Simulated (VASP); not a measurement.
# SnO2 (P4_2/mnm) in VASP: single point with PBE

Aim: the single point of SnO2 with PBE.

All numbers are computed with VASP 6.6.1; they aren't measurements. Logs are shortened: lines on timing, memory, paths and dates and some standing lists are left out, and cuts for length are marked.

## Step 1: The cell of the first run

Symmetry: P4_2/mnm, No. 136, tetragonal system. The conventional cell has a = 4.738 Å, b = 4.738 Å, c = 3.187 Å, α = 90.00°, β = 90.00°, γ = 90.00°. Within 2.7 Å of Sn (site symmetry mmm) lie 6 O at 2.05 to 2.06 Å. Within 2.7 Å of O (site symmetry m2m) lie 3 Sn at 2.05 to 2.06 Å and 1 O at 2.59 Å.

## Step 2: Single point, PBE

File INCAR:

```
SYSTEM = SnO2
PREC     = Accurate       ! precision mode
ENCUT    = 520            ! plane-wave cutoff, eV
EDIFF    = 1E-6           ! SCF threshold, eV
ISMEAR   = 0              ! smearing method
SIGMA    = 0.05           ! smearing width, eV
LREAL    = .False.        ! projectors in reciprocal space
LASPH    = .True.         ! aspherical terms in the spheres
NELM     = 100            ! most SCF steps
ALGO     = Normal         ! electronic algorithm
ISIF     = 2              ! what is computed and relaxed
LWAVE    = .False.        ! write WAVECAR
LCHARG   = .True.         ! write CHGCAR
GGA      = PE             ! functional
LELF     = .True.         ! ELF
LVHAR    = .True.       
NBANDS   = 35             ! bands
```

File KPOINTS:

```
regular mesh
0
Gamma
  8 8 12
  0 0 0
```

File POSCAR:

```
SnO2
1.0
    4.7380000000      0.0000000000      0.0000000000
    0.0000000000      4.7380000000      0.0000000000
    0.0000000000      0.0000000000      3.1865000000
Sn O
2 4
Direct
    0.0000000000      0.0000000000      0.0000000000
    0.5000000000      0.5000000000      0.5000000000
    0.3071000000      0.3071000000      0.0000000000
    0.1929000000      0.8071000000      0.5000000000
    0.6929000000      0.6929000000      0.0000000000
    0.8071000000      0.1929000000      0.5000000000
```

Potentials or basis: VASP PAW PBE potentials, release 64 (Sn_d, O).

Command:

```console
$ cat potpaw_PBE.64/Sn_d/POTCAR potpaw_PBE.64/O/POTCAR > POTCAR
$ mpirun -np 1 vasp_std > vasp.out
```

OUTCAR:

```text
SYSTEM = SnO2
   PREC = Accurate
   ENCUT = 520
   EDIFF = 1E-6
   ISMEAR = 0
   LREAL = .False.
   LASPH = .True.
   NELM = 100
   ISIF = 2
   GGA = PE

 ion  position               nearest neighbor table
   1  0.000  0.000  0.000-   4 2.05   6 2.05   4 2.05   6 2.05   5 2.06   3 2.06   2 3.71   2 3.71
                             2 3.71   2 3.71   2 3.71   2 3.71   2 3.71   2 3.71
   2  0.500  0.500  0.500-   3 2.05   5 2.05   3 2.05   5 2.05   4 2.06   6 2.06   1 3.71   1 3.71
                             1 3.71   1 3.71   1 3.71   1 3.71   1 3.71   1 3.71
   3  0.307  0.307  0.000-   2 2.05   2 2.05   1 2.06
   4  0.193  0.807  0.500-   1 2.05   1 2.05   2 2.06
   5  0.693  0.693  0.000-   2 2.05   2 2.05   1 2.06
   6  0.807  0.193  0.500-   1 2.05   1 2.05   2 2.06

  LATTYP: Found a simple tetragonal cell.
 ALAT       =     4.7380000000
 C/A-ratio  =     0.6725411566

  Lattice vectors:

 A1 = (   4.7380000000,   0.0000000000,   0.0000000000)
 A2 = (   0.0000000000,   4.7380000000,   0.0000000000)
 A3 = (   0.0000000000,   0.0000000000,   3.1865000000)

Analysis of symmetry for initial positions (statically):
=====================================================================
 Subroutine PRICEL returns:
 Original cell was already a primitive cell.

 Routine SETGRP: Setting up the symmetry group for a
 simple tetragonal supercell.

 Subroutine GETGRP returns: Found 16 space group operations
 (whereof  8 operations were pure point group operations)
 out of a pool of 16 trial point group operations.

The static configuration has the point symmetry D_2h.
 The point group associated with its full space group is D_4h.

Analysis of symmetry for dynamics (positions and initial velocities):
=====================================================================
 Subroutine PRICEL returns:
 Original cell was already a primitive cell.

 Routine SETGRP: Setting up the symmetry group for a
 simple tetragonal supercell.

 Subroutine GETGRP returns: Found 16 space group operations
 (whereof  8 operations were pure point group operations)
 out of a pool of 16 trial point group operations.

The dynamic configuration has the point symmetry D_2h.
 The point group associated with its full space group is D_4h.

 Subroutine INISYM returns: Found 16 space group operations
 (whereof  8 operations are pure point group operations),
 and found     1 'primitive' translations

----------------------------------------------------------------------------------------

                                     Primitive cell

  volume of cell :      71.5326

  direct lattice vectors                    reciprocal lattice vectors
     4.738000000  0.000000000  0.000000000     0.211059519  0.000000000  0.000000000
     0.000000000  4.738000000  0.000000000     0.000000000  0.211059519  0.000000000
     0.000000000  0.000000000  3.186500000     0.000000000  0.000000000  0.313823945

  length of vectors
     4.738000000  4.738000000  3.186500000     0.211059519  0.211059519  0.313823945

  position of ions in fractional coordinates (direct lattice)
     0.000000000  0.000000000  0.000000000
     0.500000000  0.500000000  0.500000000
     0.307100000  0.307100000  0.000000000
     0.192900000  0.807100000  0.500000000
     0.692900000  0.692900000  0.000000000
     0.807100000  0.192900000  0.500000000

  ion indices of the primitive-cell ions
   primitive index   ion index
                 1           1
                 2           2
                 3           3
                 4           4
                 5           5
                 6           6

----------------------------------------------------------------------------------------

 KPOINTS: regular mesh

Automatic generation of k-mesh.
 Grid dimensions read from file:
 generate k-points for:    8    8   12

 Generating k-lattice:

  Cartesian coordinates                     Fractional coordinates (reciprocal lattice)
     0.026382440  0.000000000  0.000000000     0.125000000  0.000000000  0.000000000
     0.000000000  0.026382440  0.000000000     0.000000000  0.125000000  0.000000000
     0.000000000  0.000000000  0.026151995     0.000000000  0.000000000  0.083333333

  Length of vectors
     0.026382440  0.026382440  0.026151995

  Shift w.r.t. Gamma in fractional coordinates (k-lattice)
     0.000000000  0.000000000  0.000000000

 Subroutine IBZKPT returns following result:
 ===========================================

 Found    105 irreducible k-points:

 Following reciprocal coordinates:
            Coordinates               Weight
  0.000000  0.000000  0.000000      1.000000
  0.125000  0.000000  0.000000      4.000000
  0.250000  0.000000  0.000000      4.000000
  0.375000  0.000000  0.000000      4.000000
  0.500000  0.000000  0.000000      2.000000
  0.125000  0.125000  0.000000      4.000000
[... 16 lines left out ...]
  0.375000  0.125000  0.083333     16.000000
  0.500000  0.125000  0.083333      8.000000
 [... further k-points ...]
   k-points           NKPTS =    105   k-points in BZ     NKDIM =    105   number of bands    NBANDS=     35
   number of dos      NEDOS =    301   number of ions     NIONS =      6
   total plane-waves  NPLWV =  31104
   dimension x,y,z NGX =    36 NGY =   36 NGZ =   24
   dimension x,y,z NGXF=    72 NGYF=   72 NGZF=   48
   ions per type =               2   4
   NGX,Y,Z   is equivalent  to a cutoff of  12.63, 12.63, 12.52 a.u.
   NGXF,Y,Z  is equivalent  to a cutoff of  25.26, 25.26, 25.04 a.u.
 SYSTEM =  SnO2
   PREC   = accura    normal or accurate (medium, high low for compatibility)
   ISTART =      0    job   : 0-new  1-cont  2-samecut
   ICHARG =      2    charge: 1-file 2-atom 10-const
   ISPIN  =      1    spin polarized calculation?
   LNONCOLLINEAR =      F non collinear calculations
   LSORBIT =      F    spin-orbit coupling
   LASPH  =      T    aspherical Exc in radial PAW
   ENCUT  =  520.0 eV  38.22 Ry    6.18 a.u.   8.81  8.81  5.92*2*pi/ulx,y,z
   NELM   =    100;   NELMIN=  2; NELMDL= -5     # of ELM steps
   EDIFF  = 0.1E-05   stopping-criterion for ELM
   LREAL  =      F    real-space projection
[... 7 lines left out ...]
   TEBEG  =    0.0;   TEEND  =   0.0 temperature during run
   PSTRESS=    0.0 pullay stress
   NELECT =      52.0000    total number of electrons
   NUPDOWN=      -1.0000    fix difference up-down
   EMIN   =  10.00;   EMAX   =-10.00  energy-range for DOS
   EFERMI =   0.00;   METHOD = LEGACY
   ISMEAR =     0;   SIGMA  =   0.05  broadening in eV -4-tet -1-fermi 0-gaus
   EFERMI_NEDOS =   21; number of points for ismear=-14 and -15
   IALGO  =     38    algorithm
   IMIX   =      4    mixing-type and parameters
     AMIX     =   0.40;   BMIX     =  1.00
     AMIX_MAG =   1.60;   BMIX_MAG =  1.00
  volume/ion in A,a.u.               =      11.92        80.45
  Fermi-wavevector in a.u.,A,eV,Ry     =   1.472000  2.781677 29.480903  2.166785
  Thomas-Fermi vector in A             =   2.587068
   LORBIT       =      0    0 simple, 1 ext, 2 COOP (PROOUT), +10 PAW based schemes
   GGA     = PE    functional components
   LHFCALC =     F    Hartree Fock is set to
   AEXX    =    0.0000 exact exchange contribution
   IVDW    =     0    specifies the selected vdW correction
   LEPSILON=     F    determine dielectric tensor
   LRPA    =     F    only Hartree local field effects (RPA)
 non-spin polarized calculation
 Gauss-broadening in eV      SIGMA  =   0.05
  energy-cutoff  :      520.00
  volume of cell :       71.53
 maximum number of plane-waves:      1992
 NGX is ok and might be reduce to    36
   NGX = 17   NGY = 17   NGZ = 11

 number of electron      51.9999993 magnetization

 Free energy of the ion-electron system (eV)
  ---------------------------------------------------
  ext. energy  EPLUGINS =         0.00000000
  ---------------------------------------------------
  free energy    TOTEN  =       -37.15956400 eV

  energy without entropy =      -37.15956400  energy(sigma->0) =      -37.15956400

 E-fermi :   6.3475     XC(G=0): -11.2575

 val. band max:        6.1434233894   @ k =   0.0000   0.0000   0.0000
 cond. band min:       7.4159134240   @ k =   0.0000   0.0000   0.0000
 fundamental gap:      1.2724900346
 Fermi energy:         6.3475416192

 k-point     1 :       0.0000    0.0000    0.0000
  band No.  band energies     occupation
      1     -14.9630      2.00000
      2     -14.1850      2.00000
      3     -13.9015      2.00000
      4     -13.8796      2.00000
      5     -13.8796      2.00000
      6     -13.7996      2.00000
[... 27 lines left out ...]
     34      18.2534      0.00000
     35      18.7797      0.00000

 k-point     2 :       0.1250    0.0000    0.0000
  band No.  band energies     occupation
      1     -14.9388      2.00000
      2     -14.2107      2.00000
      3     -13.9015      2.00000
      4     -13.8786      2.00000
      5     -13.8785      2.00000
      6     -13.8242      2.00000
[... 27 lines left out ...]
     34      18.2605      0.00000
     35      18.7551      0.00000

 k-point     3 :       0.2500    0.0000    0.0000
  band No.  band energies     occupation
      1     -14.8674      2.00000
      2     -14.2981      2.00000
      3     -13.9015      2.00000
      4     -13.8759      2.00000
      5     -13.8757      2.00000
      6     -13.8670      2.00000
[... 27 lines left out ...]
     34      18.3312      0.00000
     35      18.7199      0.00000
[... 723 lines left out ...]
 k-point    23 :       0.3750    0.1250    0.0833
  band No.  band energies     occupation
      1     -14.7265      2.00000
      2     -14.4483      2.00000
      3     -13.9812      2.00000
      4     -13.9664      2.00000
      5     -13.8614      2.00000
      6     -13.8319      2.00000
[... 27 lines left out ...]
     34      18.4786      0.00000
     35      18.6452      0.00000

 k-point    24 :       0.5000    0.1250    0.0833
  band No.  band energies     occupation
      1     -14.5966      2.00000
      2     -14.5966      2.00000
      3     -13.9747      2.00000
      4     -13.9747      2.00000
      5     -13.8463      2.00000
      6     -13.8463      2.00000
[... 27 lines left out ...]
     34      18.5823      0.00000
     35      18.8214      0.00000

 [... further k-points ...]
[... 5 lines left out ...]
  --------------------------------------------------------------------------------------
  -------------------------------------------------------------------------------------
  Total        4.7796582      4.7796582      6.2531746      0.0000000      0.0000000      0.0000000
  in kB      107.0541202    107.0541202    140.0577361      0.0000000      0.0000000      0.0000000
  external PRESSURE =     118.0553255 kB  Pullay stress =       0.0000000 kB

 VOLUME and BASIS-vectors are now :
 -----------------------------------------------------------------------------
  energy-cutoff  :      520.00
  volume of cell :       71.53
      direct lattice vectors                 reciprocal lattice vectors
     4.738000000  0.000000000  0.000000000     0.211059519  0.000000000  0.000000000
     0.000000000  4.738000000  0.000000000     0.000000000  0.211059519  0.000000000
     0.000000000  0.000000000  3.186500000     0.000000000  0.000000000  0.313823945

 POSITION                                       TOTAL-FORCE (eV/Angst)
 -----------------------------------------------------------------------------------
      0.00000      0.00000      0.00000         0.000000      0.000000      0.000000
      2.36900      2.36900      1.59325         0.000000      0.000000      0.000000
      1.45504      1.45504      0.00000        -0.208214     -0.208214     -0.000000
      0.91396      3.82404      1.59325         0.208214     -0.208214     -0.000000
      3.28296      3.28296      0.00000         0.208214      0.208214      0.000000
      3.82404      0.91396      1.59325        -0.208214      0.208214      0.000000
 -----------------------------------------------------------------------------------
    total drift:                               -0.000000      0.000000      0.000000

  FREE ENERGIE OF THE ION-ELECTRON SYSTEM (eV)
  ---------------------------------------------------
  free  energy   TOTEN  =       -37.1595640025 eV

  energy  without entropy=      -37.1595640025  energy(sigma->0) =      -37.15956400
```

Run time: 6.1 min. Hardware: 1 thread of AMD EPYC 7R43 (Zen 3), shared host; peak memory 0.28 GiB.

What came out:

| Quantity | Value |
| --- | --- |
| Free energy | -37.1596 eV |
| Pressure | 11.8 GPa |
| Largest force | 0.294 eV/Å |
| Band gap on the k mesh | 1.27 eV |

Forces on the atoms (eV/Å):
```
Sn   0.000  0.000  0.000
Sn   0.000  0.000  0.000
O   -0.208 -0.208  0.000
O    0.208 -0.208  0.000
O    0.208  0.208  0.000
O   -0.208  0.208  0.000
```

Levels at points of the mesh, in eV from the valence-band top:
```csv
k point,band 24,band 25,band 26,band 27,band 28,band 29
"(0.00, 0.00, 0.00)",-0.78,-0.78,0.00,1.27,6.15,6.35
"(0.50, 0.00, 0.00)",-1.19,-0.64,-0.64,4.44,4.44,7.09
"(0.50, 0.50, 0.00)",-1.31,-0.90,-0.90,4.84,4.84,7.53
"(0.00, 0.00, 0.50)",-1.66,-1.26,-1.26,6.23,6.23,9.78
"(0.50, 0.00, 0.50)",-1.10,-0.69,-0.69,6.51,6.51,8.07
"(0.50, 0.50, 0.50)",-0.97,-0.84,-0.84,4.92,4.92,8.88
```

Caveat: the cell stands under pressure; spin-orbit coupling is left out, which moves the levels of the heavy elements. A k mesh can miss the band edges.
